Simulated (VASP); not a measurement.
# As (Im-3m) in VASP: a series of runs

The runs below take As through single point, with RPBE.

Everything below comes from runs of VASP 6.6.1. Logs are shortened: lines on timing, memory, paths and dates and some standing lists are left out, and cuts for length are marked.

## (1) The cell of the first run

It takes space group Im-3m (No. 229, cubic). Conventional cell: a = 3.432 Å, b = 3.432 Å, c = 3.432 Å, α = 90.00°, β = 90.00°, γ = 90.00°. As (site symmetry m-3m) has 14 As at 2.97 to 3.43 Å within 3.9 Å.

## (2) Single point, RPBE (volume scaled by 1.04)

INCAR

```
SYSTEM = As
PREC     = Accurate       ! precision mode
ENCUT    = 520            ! plane-wave cutoff, eV
EDIFF    = 1E-7           ! SCF threshold, eV
ISMEAR   = -1             ! smearing method
SIGMA    = 0.1            ! smearing width, eV
LREAL    = .False.        ! projectors in reciprocal space
LASPH    = .True.         ! aspherical terms in the spheres
NELM     = 80             ! most SCF steps
ALGO     = Normal         ! electronic algorithm
ISIF     = 2              ! what is computed and relaxed
LWAVE    = .False.        ! write WAVECAR
LCHARG   = .False.        ! write CHGCAR
GGA      = RP             ! functional
NBANDS   = 8              ! bands
```

KPOINTS

```
Automatic mesh
0
Gamma
  15 15 15
  0 0 0
```

POSCAR

```
As
1.0
   -1.7157899820      1.7157899820      1.7157899820
    1.7157899820     -1.7157899820      1.7157899820
    1.7157899820      1.7157899820     -1.7157899820
As
1
Direct
    0.0000000000      0.0000000000      0.0000000000
```

Potentials or basis: VASP PAW PBE potentials, release 64 (As).

On the command line:

```bash
$ cat potpaw_PBE.64/As/POTCAR > POTCAR
$ mpirun -np 1 vasp_std > vasp.out
```

OUTCAR:

```text
SYSTEM = As
   PREC = Accurate
   ENCUT = 520
   EDIFF = 1E-7
   ISMEAR = -1
   LREAL = .False.
   LASPH = .True.
   NELM = 80
   ISIF = 2
   GGA = RP

 ion  position               nearest neighbor table
   1  0.000  0.000  0.000-

  LATTYP: Found a body centered cubic cell.
 ALAT       =     3.4315799640

  Lattice vectors:

 A1 = (  -1.7157899820,   1.7157899820,   1.7157899820)
 A2 = (   1.7157899820,  -1.7157899820,   1.7157899820)
 A3 = (   1.7157899820,   1.7157899820,  -1.7157899820)

Analysis of symmetry for initial positions (statically):
=====================================================================
 Subroutine PRICEL returns:
 Original cell was already a primitive cell.

 Routine SETGRP: Setting up the symmetry group for a
 body centered cubic supercell.

 Subroutine GETGRP returns: Found 48 space group operations
 (whereof 48 operations were pure point group operations)
 out of a pool of 48 trial point group operations.

The static configuration has the point symmetry O_h .

Analysis of symmetry for dynamics (positions and initial velocities):
=====================================================================
 Subroutine PRICEL returns:
 Original cell was already a primitive cell.

 Routine SETGRP: Setting up the symmetry group for a
 body centered cubic supercell.

 Subroutine GETGRP returns: Found 48 space group operations
 (whereof 48 operations were pure point group operations)
 out of a pool of 48 trial point group operations.

The dynamic configuration has the point symmetry O_h .

 Subroutine INISYM returns: Found 48 space group operations
 (whereof 48 operations are pure point group operations),
 and found     1 'primitive' translations

----------------------------------------------------------------------------------------

                                     Primitive cell

  volume of cell :      20.2047

  direct lattice vectors                    reciprocal lattice vectors
    -1.715789982  1.715789982  1.715789982     0.000000000  0.291410957  0.291410957
     1.715789982 -1.715789982  1.715789982     0.291410957  0.000000000  0.291410957
     1.715789982  1.715789982 -1.715789982     0.291410957  0.291410957  0.000000000

  length of vectors
     2.971835424  2.971835424  2.971835424     0.412117327  0.412117327  0.412117327

  position of ions in fractional coordinates (direct lattice)
     0.000000000  0.000000000  0.000000000

  ion indices of the primitive-cell ions
   primitive index   ion index
                 1           1

----------------------------------------------------------------------------------------

 KPOINTS: Automatic mesh

Automatic generation of k-mesh.
 Grid dimensions read from file:
 generate k-points for:   15   15   15

 Generating k-lattice:

  Cartesian coordinates                     Fractional coordinates (reciprocal lattice)
     0.000000000  0.019427397  0.019427397     0.066666667  0.000000000  0.000000000
     0.019427397  0.000000000  0.019427397     0.000000000  0.066666667  0.000000000
     0.019427397  0.019427397  0.000000000     0.000000000  0.000000000  0.066666667

  Length of vectors
     0.027474488  0.027474488  0.027474488

  Shift w.r.t. Gamma in fractional coordinates (k-lattice)
     0.000000000  0.000000000  0.000000000

 Subroutine IBZKPT returns following result:
 ===========================================

 Found    120 irreducible k-points:

 Following reciprocal coordinates:
            Coordinates               Weight
  0.000000  0.000000  0.000000      1.000000
  0.066667  0.000000  0.000000     12.000000
  0.133333  0.000000  0.000000     12.000000
  0.200000  0.000000  0.000000     12.000000
  0.266667  0.000000  0.000000     12.000000
  0.333333  0.000000  0.000000     12.000000
[... 16 lines left out ...]
  0.333333  0.200000  0.000000     48.000000
  0.400000  0.200000  0.000000     24.000000
 [... further k-points ...]
   k-points           NKPTS =    120   k-points in BZ     NKDIM =    120   number of bands    NBANDS=      8
   number of dos      NEDOS =    301   number of ions     NIONS =      1
   total plane-waves  NPLWV =  13824
   dimension x,y,z NGX =    24 NGY =   24 NGZ =   24
   dimension x,y,z NGXF=    48 NGYF=   48 NGZF=   48
   ions per type =               1
   NGX,Y,Z   is equivalent  to a cutoff of  13.43, 13.43, 13.43 a.u.
   NGXF,Y,Z  is equivalent  to a cutoff of  26.85, 26.85, 26.85 a.u.
 SYSTEM =  As
   PREC   = accura    normal or accurate (medium, high low for compatibility)
   ISTART =      0    job   : 0-new  1-cont  2-samecut
   ICHARG =      2    charge: 1-file 2-atom 10-const
   ISPIN  =      1    spin polarized calculation?
   LNONCOLLINEAR =      F non collinear calculations
   LSORBIT =      F    spin-orbit coupling
   LASPH  =      T    aspherical Exc in radial PAW
   ENCUT  =  520.0 eV  38.22 Ry    6.18 a.u.   5.53  5.53  5.53*2*pi/ulx,y,z
   NELM   =     80;   NELMIN=  2; NELMDL= -5     # of ELM steps
   EDIFF  = 0.1E-06   stopping-criterion for ELM
   LREAL  =      F    real-space projection
   EDIFFG = 0.1E-05   stopping-criterion for IOM
   NSW    =      0    number of steps for IOM
   IBRION =     -1    ionic relax: 0-MD 1-quasi-New 2-CG
   NFREE  =      0    steps in history (QN), initial steepest desc. (CG)
   ISIF   =      2    stress and relaxation
   ISYM   =      2    0-nonsym 1-usesym 2-fastsym
   POTIM  = 0.5000    time-step for ionic-motion
   TEBEG  =    0.0;   TEEND  =   0.0 temperature during run
   PSTRESS=    0.0 pullay stress
   NELECT =       5.0000    total number of electrons
   NUPDOWN=      -1.0000    fix difference up-down
   EMIN   =  10.00;   EMAX   =-10.00  energy-range for DOS
   EFERMI =   0.00;   METHOD = LEGACY
   ISMEAR =    -1;   SIGMA  =   0.10  broadening in eV -4-tet -1-fermi 0-gaus
   EFERMI_NEDOS =   21; number of points for ismear=-14 and -15
   IALGO  =     38    algorithm
   IMIX   =      4    mixing-type and parameters
     AMIX     =   0.40;   BMIX     =  1.00
     AMIX_MAG =   1.60;   BMIX_MAG =  1.00
  volume/ion in A,a.u.               =      20.20       136.35
  Fermi-wavevector in a.u.,A,eV,Ry     =   1.027813  1.942285 14.373184  1.056399
  Thomas-Fermi vector in A             =   2.161777
   LORBIT       =      0    0 simple, 1 ext, 2 COOP (PROOUT), +10 PAW based schemes
   GGA     = RP    functional components
   LHFCALC =     F    Hartree Fock is set to
   AEXX    =    0.0000 exact exchange contribution
   IVDW    =     0    specifies the selected vdW correction
   LEPSILON=     F    determine dielectric tensor
   LRPA    =     F    only Hartree local field effects (RPA)
 non-spin polarized calculation
  energy-cutoff  :      520.00
  volume of cell :       20.20
 maximum number of plane-waves:       560
 NGX is ok and might be reduce to    24
   NGX = 11   NGY = 11   NGZ = 11

 number of electron       5.0000000 magnetization

 Free energy of the ion-electron system (eV)
  ---------------------------------------------------
  ext. energy  EPLUGINS =         0.00000000
  ---------------------------------------------------
  free energy    TOTEN  =        -3.83784906 eV

  energy without entropy =       -3.81606350  energy(sigma->0) =       -3.82695628

 E-fermi :   5.8847     XC(G=0): -10.4781

 val. band max:        5.8752846721   @ k =  -0.2000   0.2667   0.0667
 cond. band min:       5.9659860833   @ k =   0.4000   0.1333   0.0000
 fundamental gap:      0.0907014112
 Fermi energy:         5.8847245628

 k-point     1 :       0.0000    0.0000    0.0000
  band No.  band energies     occupation
      1      -8.6324      2.00000
      2      11.3597      0.00000
      3      11.3597      0.00000
      4      11.3597      0.00000
      5      18.6312      0.00000
      6      18.6312      0.00000
      7      18.6312      0.00000
      8      19.5031      0.00000

 k-point     2 :       0.0667    0.0000    0.0000
  band No.  band energies     occupation
      1      -8.5280      2.00000
      2      10.6414      0.00000
      3      11.0790      0.00000
      4      11.3014      0.00000
      5      18.1435      0.00000
      6      18.2724      0.00000
      7      19.1089      0.00000
      8      20.0573      0.00000

 k-point     3 :       0.1333    0.0000    0.0000
  band No.  band energies     occupation
      1      -8.2160      2.00000
      2       8.9597      0.00000
      3      10.4125      0.00000
      4      11.1342      0.00000
      5      17.0830      0.00000
      6      17.2114      0.00000
      7      20.2666      0.00000
      8      20.3658      0.00000

 k-point     4 :       0.2000    0.0000    0.0000
  band No.  band energies     occupation
      1      -7.7017      2.00000
      2       6.9234      0.00006
      3       9.6361      0.00000
      4      10.8850      0.00000
      5      15.8623      0.00000
      6      16.2921      0.00000
      7      20.3319      0.00000
      8      20.6664      0.00000

 k-point     5 :       0.2667    0.0000    0.0000
  band No.  band energies     occupation
      1      -6.9968      2.00000
      2       4.8397      1.99994
      3       8.9166      0.00000
      4      10.5992      0.00000
      5      14.8764      0.00000
      6      15.5146      0.00000
      7      20.6312      0.00000
      8      21.3234      0.00000

 k-point     6 :       0.3333    0.0000    0.0000
  band No.  band energies     occupation
      1      -6.1298      2.00000
      2       2.8703      2.00000
      3       8.3350      0.00000
      4      10.3302      0.00000
      5      14.1476      0.00000
      6      14.9174      0.00000
      7      21.2677      0.00000
      8      22.1859      0.00000

 k-point     7 :       0.4000    0.0000    0.0000
  band No.  band energies     occupation
      1      -5.1796      2.00000
      2       1.1592      2.00000
      3       7.9314      0.00000
      4      10.1243      0.00000
      5      13.6684      0.00000
      6      14.5147      0.00000
      7      22.1775      0.00000
      8      23.2208      0.00000
[... 133 lines left out ...]
 k-point    20 :       0.4000    0.1333    0.0000
  band No.  band energies     occupation
      1      -4.1750      2.00000
      2       0.3167      2.00000
      3       5.9660      0.61467
      4       9.0551      0.00000
      5      14.4665      0.00000
      6      16.7438      0.00000
      7      21.4815      0.00000
      8      22.9939      0.00000

 k-point    21 :       0.2000    0.2000    0.0000
  band No.  band energies     occupation
      1      -5.9344      2.00000
      2       3.5776      2.00000
      3       6.1030      0.20257
      4       9.3693      0.00000
      5      15.5443      0.00000
      6      17.0716      0.00000
      7      20.8908      0.00000
      8      21.7833      0.00000

 k-point    22 :       0.2667    0.2000    0.0000
  band No.  band energies     occupation
      1      -5.0545      2.00000
      2       2.2860      2.00000
      3       5.0870      1.99931
      4       9.0297      0.00000
      5      15.3969      0.00000
      6      17.4719      0.00000
      7      20.9986      0.00000
      8      22.9373      0.00000

 k-point    23 :       0.3333    0.2000    0.0000
  band No.  band energies     occupation
      1      -4.2104      2.00000
      2       1.0978      2.00000
      3       4.5435      2.00000
      4       8.8137      0.00000
      5      15.2347      0.00000
      6      17.9749      0.00000
      7      21.0642      0.00000
      8      22.6443      0.00000

 k-point    24 :       0.4000    0.2000    0.0000
  band No.  band energies     occupation
      1      -3.8040      2.00000
      2       0.5598      2.00000
      3       4.3752      2.00000
      4       8.7396      0.00000
      5      15.1701      0.00000
      6      18.2132      0.00000
      7      21.4027      0.00000
      8      21.8989      0.00000

 [... further k-points ...]
[... 5 lines left out ...]
  --------------------------------------------------------------------------------------
  -------------------------------------------------------------------------------------
  Total       -0.3413810     -0.3413810     -0.3413810      0.0000000      0.0000000      0.0000000
  in kB      -27.0705802    -27.0705802    -27.0705802      0.0000000      0.0000000      0.0000000
  external PRESSURE =     -27.0705802 kB  Pullay stress =       0.0000000 kB

 VOLUME and BASIS-vectors are now :
 -----------------------------------------------------------------------------
  energy-cutoff  :      520.00
  volume of cell :       20.20
      direct lattice vectors                 reciprocal lattice vectors
    -1.715789982  1.715789982  1.715789982     0.000000000  0.291410957  0.291410957
     1.715789982 -1.715789982  1.715789982     0.291410957  0.000000000  0.291410957
     1.715789982  1.715789982 -1.715789982     0.291410957  0.291410957  0.000000000

 POSITION                                       TOTAL-FORCE (eV/Angst)
 -----------------------------------------------------------------------------------
      0.00000      0.00000      0.00000         0.000000     -0.000000     -0.000000
 -----------------------------------------------------------------------------------
    total drift:                                0.000000      0.000000      0.000000

  FREE ENERGIE OF THE ION-ELECTRON SYSTEM (eV)
  ---------------------------------------------------
  free  energy   TOTEN  =        -3.8378490566 eV

  energy  without entropy=       -3.8160635000  energy(sigma->0) =       -3.82695628
```

Wall time 5.1 s (1 thread of Intel Xeon 6975P-C (Granite Rapids), shared host); peak memory 0.14 GiB.

What came out:

* Free energy: -3.8378 eV
* Pressure: -2.7 GPa

Caveat: the PAW data sets were made with another functional, which shifts forces and pressure a little.

## (3) Single point, RPBE (volume scaled by 1.08)

INCAR

```
SYSTEM = As
PREC = Accurate
ENCUT = 520
EDIFF = 1E-6
ISMEAR = -1
SIGMA = 0.1
LREAL = .FALSE.
LASPH = .TRUE.
NELM = 100
ALGO = Normal
ISIF = 2
LWAVE = .FALSE.
LCHARG = .FALSE.
GGA = RP
NBANDS = 8
```

KPOINTS

```
regular mesh
0
G
  15 15 15
  0 0 0
```

POSCAR

```
As
1.0
   -1.7375111484      1.7375111484      1.7375111484
    1.7375111484     -1.7375111484      1.7375111484
    1.7375111484      1.7375111484     -1.7375111484
As
1
Direct
    0.0000000000      0.0000000000      0.0000000000
```

Potentials or basis: VASP PAW PBE potentials, release 64 (As).

On the command line:

```bash
$ cat potpaw_PBE.64/As/POTCAR > POTCAR
$ mpirun -np 1 vasp_std > vasp.out
```

Run time: 4.5 s. Hardware: 1 thread of Intel Xeon 6975P-C (Granite Rapids), shared host; peak memory 0.14 GiB.

The run converged. Its results:

| Quantity | Value |
| --- | --- |
| Free energy | -3.8193 eV |
| Pressure | -4.9 GPa |

Levels at points of the mesh, in eV from the Fermi level:
```tsv
k point	band 1	band 2	band 3	band 4	band 5	band 6	band 7
(0.00, 0.00, 0.00)	-14.20	5.19	5.19	5.19	12.59	12.59	12.59
```

Caveat: the PAW data sets were made with another functional, which shifts forces and pressure a little.

[end of part 1 of 2]
